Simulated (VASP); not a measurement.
Te, 2 atoms in the cell. It takes space group Imma (No. 74, orthorhombic). Conventional cell: a = 5.916 Å, b = 7.752 Å, c = 3.070 Å, α = 90.00°, β = 90.00°, γ = 90.00°. Te (site symmetry mm2) has 4 Te at 2.96 to 3.07 Å within 3.9 Å. 

| Item | Value |
| --- | --- |
| Program | VASP 6.6.1 |
| Task | single point |
| Functional | PBE |
| Dispersion | D3(BJ) |
| Potentials or basis | VASP PAW PBE potentials, release 64 (Te) |
| Cutoff | 520 eV |
| k mesh | 10 × 10 × 10 |
| Occupations | fermi-dirac, width 0.05 eV |
| Spin | no spin polarisation |
| Dipole correction | no |
| Further INCAR settings | ALGO = Normal; EDIFF = 1e-06; NBANDS = 13 |

Potentials or basis: VASP PAW PBE potentials, release 64 (Te).

Command:

```bash
$ cat potpaw_PBE.64/Te/POTCAR > POTCAR
$ mpirun -np 1 vasp_std > vasp.out
```

Hardware: 1 thread of Oxide Virtual Turin-like Processor, with other jobs on the host.

Q: Estimate the wall time of this run.

A: It took 3.7 min on 1 thread of Oxide Virtual Turin-like Processor, with other jobs on the host, peak memory 0.29 GiB. Counts: scf iterations 11, k points 171.
